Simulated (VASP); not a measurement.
# Cl (Cmce) in VASP: a series of runs

The runs below take Cl through electric field gradients, with PBE.

Program: VASP 6.6.1. These are calculated values, not measurements. Logs are shortened: lines on timing, memory, paths and dates and some standing lists are left out, and cuts for length are marked.

## (1) The cell of the first run

The structure is orthorhombic, space group Cmce (No. 64). Conventional cell: a = 6.240 Å, b = 4.480 Å, c = 8.260 Å, α = 90.00°, β = 90.00°, γ = 90.00°. Cl (site symmetry m) has 1 Cl at 2.02 Å within 2.7 Å.

## (2) Electric field gradients, PBE

Input file INCAR:

```
  PREC = Accurate
  ENCUT = 520
  EDIFF = 1E-8
  ISMEAR = -1
  SIGMA = 0.02
  LREAL = False
  LASPH = True
  NELM = 100
  ALGO = Normal
  ISIF = 2
  LWAVE = False
  LCHARG = False
  GGA = PE
  LEFG = True
  NBANDS = 22
```

Input file KPOINTS:

```
Automatic mesh
0
Gamma
  8 8 4
```

Input file POSCAR:

```
Cl
1.0
    3.1200000000     -2.2400000000      0.0000000000
    3.1200000000      2.2400000000      0.0000000000
    0.0000000000      0.0000000000      8.2600000000
Cl
4
Direct
    0.1300000000      0.8700000000      0.1000000000
    0.6300000000      0.3700000000      0.4000000000
    0.8700000000      0.1300000000      0.9000000000
    0.3700000000      0.6300000000      0.6000000000
```

Potentials or basis: VASP PAW PBE potentials, release 64 (Cl).

Command:

```sh
$ cat potpaw_PBE.64/Cl/POTCAR > POTCAR
$ mpirun -np 1 vasp_std > vasp.out
```

OUTCAR:

```text
PREC = Accurate
   ENCUT = 520
   EDIFF = 1E-8
   ISMEAR = -1
   LREAL = False
   LASPH = True
   NELM = 100
   ISIF = 2
   GGA = PE

 ion  position               nearest neighbor table
   1  0.130  0.870  0.100-   3 2.02
   2  0.630  0.370  0.400-   4 2.02
   3  0.870  0.130  0.900-   1 2.02
   4  0.370  0.630  0.600-   2 2.02

  LATTYP: Found a base centered orthorhombic cell.
 ALAT       =     4.4800000000
 B/A-ratio  =     1.3928571429
 C/A-ratio  =     1.8437500000

  Lattice vectors:

 A1 = (  -3.1200000000,  -2.2400000000,   0.0000000000)
 A2 = (   3.1200000000,  -2.2400000000,   0.0000000000)
 A3 = (   0.0000000000,   0.0000000000,   8.2600000000)

Analysis of symmetry for initial positions (statically):
=====================================================================
 Subroutine PRICEL returns:
 Original cell was already a primitive cell.

 Routine SETGRP: Setting up the symmetry group for a
 base centered orthorhombic supercell.

 Subroutine GETGRP returns: Found  8 space group operations
 (whereof  4 operations were pure point group operations)
 out of a pool of  8 trial point group operations.

The static configuration has the point symmetry C_2h.
 The point group associated with its full space group is D_2h.

Analysis of symmetry for dynamics (positions and initial velocities):
=====================================================================
 Subroutine PRICEL returns:
 Original cell was already a primitive cell.

 Routine SETGRP: Setting up the symmetry group for a
 base centered orthorhombic supercell.

 Subroutine GETGRP returns: Found  8 space group operations
 (whereof  4 operations were pure point group operations)
 out of a pool of  8 trial point group operations.

The dynamic configuration has the point symmetry C_2h.
 The point group associated with its full space group is D_2h.

 Subroutine INISYM returns: Found  8 space group operations
 (whereof  4 operations are pure point group operations),
 and found     1 'primitive' translations

----------------------------------------------------------------------------------------

                                     Primitive cell

  volume of cell :     115.4550

  direct lattice vectors                    reciprocal lattice vectors
     3.120000000 -2.240000000  0.000000000     0.160256410 -0.223214286  0.000000000
     3.120000000  2.240000000  0.000000000     0.160256410  0.223214286  0.000000000
     0.000000000  0.000000000  8.260000000     0.000000000  0.000000000  0.121065375

  length of vectors
     3.840833243  3.840833243  8.260000000     0.274784887  0.274784887  0.121065375

  position of ions in fractional coordinates (direct lattice)
     0.130000000  0.870000000  0.100000000
     0.630000000  0.370000000  0.400000000
     0.870000000  0.130000000  0.900000000
     0.370000000  0.630000000  0.600000000

  ion indices of the primitive-cell ions
   primitive index   ion index
                 1           1
                 2           2
                 3           3
                 4           4

----------------------------------------------------------------------------------------

 KPOINTS: Automatic mesh

Automatic generation of k-mesh.
 Grid dimensions read from file:
 generate k-points for:    8    8    4

 Generating k-lattice:

  Cartesian coordinates                     Fractional coordinates (reciprocal lattice)
     0.020032051 -0.027901786  0.000000000     0.125000000  0.000000000  0.000000000
     0.020032051  0.027901786  0.000000000     0.000000000  0.125000000  0.000000000
     0.000000000  0.000000000  0.030266344     0.000000000  0.000000000  0.250000000

  Length of vectors
     0.034348111  0.034348111  0.030266344

  Shift w.r.t. Gamma in fractional coordinates (k-lattice)
     0.000000000  0.000000000  0.000000000

 Subroutine IBZKPT returns following result:
 ===========================================

 Found     63 irreducible k-points:

 Following reciprocal coordinates:
            Coordinates               Weight
  0.000000  0.000000  0.000000      1.000000
  0.125000  0.000000  0.000000      4.000000
  0.250000  0.000000  0.000000      4.000000
  0.375000  0.000000  0.000000      4.000000
  0.500000  0.000000  0.000000      2.000000
  0.125000  0.125000  0.000000      2.000000
[... 16 lines left out ...]
  0.125000  0.000000  0.250000      8.000000
  0.250000  0.000000  0.250000      8.000000
 [... further k-points ...]
   k-points           NKPTS =     63   k-points in BZ     NKDIM =     63   number of bands    NBANDS=     22
   number of dos      NEDOS =    301   number of ions     NIONS =      4
   total plane-waves  NPLWV =  57600
   dimension x,y,z NGX =    30 NGY =   30 NGZ =   64
   dimension x,y,z NGXF=    60 NGYF=   60 NGZF=  128
   ions per type =               4
   NGX,Y,Z   is equivalent  to a cutoff of  12.99, 12.99, 12.88 a.u.
   NGXF,Y,Z  is equivalent  to a cutoff of  25.97, 25.97, 25.76 a.u.
 SYSTEM =  unknown system
   PREC   = accura    normal or accurate (medium, high low for compatibility)
   ISTART =      0    job   : 0-new  1-cont  2-samecut
   ICHARG =      2    charge: 1-file 2-atom 10-const
   ISPIN  =      1    spin polarized calculation?
   LNONCOLLINEAR =      F non collinear calculations
   LSORBIT =      F    spin-orbit coupling
   LASPH  =      T    aspherical Exc in radial PAW
   ENCUT  =  520.0 eV  38.22 Ry    6.18 a.u.   7.14  7.14 15.36*2*pi/ulx,y,z
   NELM   =    100;   NELMIN=  2; NELMDL= -5     # of ELM steps
   EDIFF  = 0.1E-07   stopping-criterion for ELM
   LREAL  =      F    real-space projection
   EDIFFG = 0.1E-06   stopping-criterion for IOM
   NSW    =      0    number of steps for IOM
   IBRION =     -1    ionic relax: 0-MD 1-quasi-New 2-CG
   NFREE  =      0    steps in history (QN), initial steepest desc. (CG)
   ISIF   =      2    stress and relaxation
   ISYM   =      2    0-nonsym 1-usesym 2-fastsym
   POTIM  = 0.5000    time-step for ionic-motion
   TEBEG  =    0.0;   TEEND  =   0.0 temperature during run
   PSTRESS=    0.0 pullay stress
   NELECT =      28.0000    total number of electrons
   NUPDOWN=      -1.0000    fix difference up-down
   EMIN   =  10.00;   EMAX   =-10.00  energy-range for DOS
   EFERMI =   0.00;   METHOD = LEGACY
   ISMEAR =    -1;   SIGMA  =   0.02  broadening in eV -4-tet -1-fermi 0-gaus
   EFERMI_NEDOS =   21; number of points for ismear=-14 and -15
   IALGO  =     38    algorithm
   IMIX   =      4    mixing-type and parameters
     AMIX     =   0.40;   BMIX     =  1.00
     AMIX_MAG =   1.60;   BMIX_MAG =  1.00
  volume/ion in A,a.u.               =      28.86       194.78
  Fermi-wavevector in a.u.,A,eV,Ry     =   1.020916  1.929251 14.180934  1.042269
  Thomas-Fermi vector in A             =   2.154512
   LORBIT       =      0    0 simple, 1 ext, 2 COOP (PROOUT), +10 PAW based schemes
   GGA     = PE    functional components
   LHFCALC =     F    Hartree Fock is set to
   AEXX    =    0.0000 exact exchange contribution
   IVDW    =     0    specifies the selected vdW correction
   LEPSILON=     F    determine dielectric tensor
   LRPA    =     F    only Hartree local field effects (RPA)
 non-spin polarized calculation
  energy-cutoff  :      520.00
  volume of cell :      115.45
 maximum number of plane-waves:      3142
 NGX is ok and might be reduce to    30
   NGX = 15   NGY = 15   NGZ = 31

 number of electron      27.9999998 magnetization

 Free energy of the ion-electron system (eV)
  ---------------------------------------------------
  ext. energy  EPLUGINS =         0.00000000
  ---------------------------------------------------
  free energy    TOTEN  =        -7.30283303 eV

  energy without entropy =       -7.30283303  energy(sigma->0) =       -7.30283303

 E-fermi :  -0.1101     XC(G=0):  -7.7684

 val. band max:       -0.5847493261   @ k =   0.5000   0.0000   0.5000
 cond. band min:       1.9029667595   @ k =   0.1250   0.0000   0.0000
 fundamental gap:      2.4877160856
 Fermi energy:        -0.1101200875

 k-point     1 :       0.0000    0.0000    0.0000
  band No.  band energies     occupation
      1     -17.1334      2.00000
      2     -16.9314      2.00000
      3     -13.2001      2.00000
      4     -12.6631      2.00000
      5      -5.8578      2.00000
      6      -5.0446      2.00000
[... 14 lines left out ...]
     21       9.6655      0.00000
     22       9.9957      0.00000

 k-point     2 :       0.1250    0.0000    0.0000
  band No.  band energies     occupation
      1     -17.1047      2.00000
      2     -16.9167      2.00000
      3     -13.1816      2.00000
      4     -12.6879      2.00000
      5      -5.8536      2.00000
      6      -5.0785      2.00000
[... 14 lines left out ...]
     21       9.6116      0.00000
     22      10.0269      0.00000

 k-point     3 :       0.2500    0.0000    0.0000
  band No.  band energies     occupation
      1     -17.0305      2.00000
      2     -16.8840      2.00000
      3     -13.1301      2.00000
      4     -12.7573      2.00000
      5      -5.8320      2.00000
      6      -5.1873      2.00000
[... 14 lines left out ...]
     21       9.6487      0.00000
     22      10.4150      0.00000

 k-point     4 :       0.3750    0.0000    0.0000
  band No.  band energies     occupation
      1     -16.9426      2.00000
      2     -16.8618      2.00000
      3     -13.0542      2.00000
      4     -12.8554      2.00000
      5      -5.7598      2.00000
      6      -5.3793      2.00000
[... 14 lines left out ...]
     21      10.0696      0.00000
     22      10.8016      0.00000

 k-point     5 :       0.5000    0.0000    0.0000
  band No.  band energies     occupation
      1     -16.8788      2.00000
      2     -16.8788      2.00000
      3     -12.9601      2.00000
      4     -12.9601      2.00000
      5      -5.6010      2.00000
      6      -5.6010      2.00000
[... 417 lines left out ...]
 k-point    22 :       0.0000    0.0000    0.2500
  band No.  band energies     occupation
      1     -17.1060      2.00000
      2     -16.9634      2.00000
      3     -13.1222      2.00000
      4     -12.7430      2.00000
      5      -5.7550      2.00000
      6      -5.1902      2.00000
[... 14 lines left out ...]
     21       9.6596      0.00000
     22       9.8605      0.00000

 k-point    23 :       0.1250    0.0000    0.2500
  band No.  band energies     occupation
      1     -17.0791      2.00000
      2     -16.9464      2.00000
      3     -13.1099      2.00000
      4     -12.7612      2.00000
      5      -5.7551      2.00000
      6      -5.2148      2.00000
[... 14 lines left out ...]
     21       9.7313      0.00000
     22       9.9327      0.00000

 k-point    24 :       0.2500    0.0000    0.2500
  band No.  band energies     occupation
      1     -17.0102      2.00000
      2     -16.9067      2.00000
      3     -13.0759      2.00000
      4     -12.8125      2.00000
      5      -5.7427      2.00000
      6      -5.2840      2.00000
[... 14 lines left out ...]
     21       9.7642      0.00000
     22      10.1577      0.00000

 [... further k-points ...]
[... 5 lines left out ...]
  --------------------------------------------------------------------------------------
  -------------------------------------------------------------------------------------
  Total        0.9461360     -0.0269829     -0.5803683      0.0000000     -0.0000000      0.0000000
  in kB       13.1295996     -0.3744437     -8.0538149      0.0000000     -0.0000000      0.0000000
  external PRESSURE =       1.5671137 kB  Pullay stress =       0.0000000 kB

 VOLUME and BASIS-vectors are now :
 -----------------------------------------------------------------------------
  energy-cutoff  :      520.00
  volume of cell :      115.45
      direct lattice vectors                 reciprocal lattice vectors
     3.120000000 -2.240000000  0.000000000     0.160256410 -0.223214286  0.000000000
     3.120000000  2.240000000  0.000000000     0.160256410  0.223214286  0.000000000
     0.000000000  0.000000000  8.260000000     0.000000000  0.000000000  0.121065375

 POSITION                                       TOTAL-FORCE (eV/Angst)
 -----------------------------------------------------------------------------------
      3.12000      1.65760      0.82600         0.000000      0.213135     -0.137049
      3.12000     -0.58240      3.30400         0.000000      0.213135      0.137049
      3.12000     -1.65760      7.43400         0.000000     -0.213135      0.137049
      3.12000      0.58240      4.95600         0.000000     -0.213135     -0.137049
 -----------------------------------------------------------------------------------
    total drift:                                0.000000     -0.000000      0.000000

  FREE ENERGIE OF THE ION-ELECTRON SYSTEM (eV)
  ---------------------------------------------------
  free  energy   TOTEN  =        -7.3028330341 eV

  energy  without entropy=       -7.3028330341  energy(sigma->0) =       -7.30283303

 Electric field gradients (V/A^2)
---------------------------------------------------------------------
 ion       V_xx      V_yy      V_zz      V_xy      V_xz      V_yz
---------------------------------------------------------------------
   1    -284.322     5.719   278.602     0.000     0.000  -372.313
   2    -284.322     5.719   278.602    -0.000    -0.000   372.313
   3    -284.322     5.719   278.602     0.000     0.000  -372.313
   4    -284.322     5.719   278.602    -0.000    -0.000   372.313
---------------------------------------------------------------------

 Electric field gradients after diagonalization (V/A^2)
 (convention: |V_zz| > |V_xx| > |V_yy|)
----------------------------------------------------------------------
 ion       V_xx      V_yy      V_zz     asymmetry (V_yy - V_xx)/ V_zz
----------------------------------------------------------------------
   1    -284.322  -254.366   538.687       0.056
   2    -284.322  -254.366   538.687       0.056
   3    -284.322  -254.366   538.687       0.056
   4    -284.322  -254.366   538.687       0.056
----------------------------------------------------------------------

           NMR quadrupolar parameters

 Cq : quadrupolar parameter    Cq=e*Q*V_zz/h
 eta: asymmetry parameters     (V_yy - V_xx)/ V_zz
 Q  : nuclear electric quadrupole moment in mb (millibarn)
----------------------------------------------------------------------
 ion       Cq(MHz)       eta       Q (mb)
----------------------------------------------------------------------
   1       1.303       0.056       1.000
   2       1.303       0.056       1.000
   3       1.303       0.056       1.000
   4       1.303       0.056       1.000
----------------------------------------------------------------------
```

Wall time 2 min (1 thread of AMD EPYC 9R45 (Zen 5), shared host); peak memory 0.24 GiB.

Results:

```
Free energy            : -7.3028 eV
Pressure               : 0.2 GPa
Largest force          : 0.253 eV/Å
Band gap on the k mesh : 2.49 eV, indirect (least direct gap 2.53 eV)
```

Forces in eV/Å, atoms in the order of the input:
```
Cl   0.000  0.213 -0.137
Cl   0.000  0.213  0.137
Cl   0.000 -0.213  0.137
Cl   0.000 -0.213 -0.137
```

Electric field gradients, principal values (V/Å²):
| atom | least | middle | greatest (by size) |
| --- | --- | --- | --- |
| 1 Cl | -254.366 | -284.322 | 538.687 |
| 2 Cl | -254.366 | -284.322 | 538.687 |
| 3 Cl | -254.366 | -284.322 | 538.687 |
| 4 Cl | -254.366 | -284.322 | 538.687 |

Caveat: without QUAD_EFG the Cq values of the log hold for a quadrupole moment of 1 mb, not for the nuclei. A k mesh can miss the band edges.

[end of part 1 of 2]
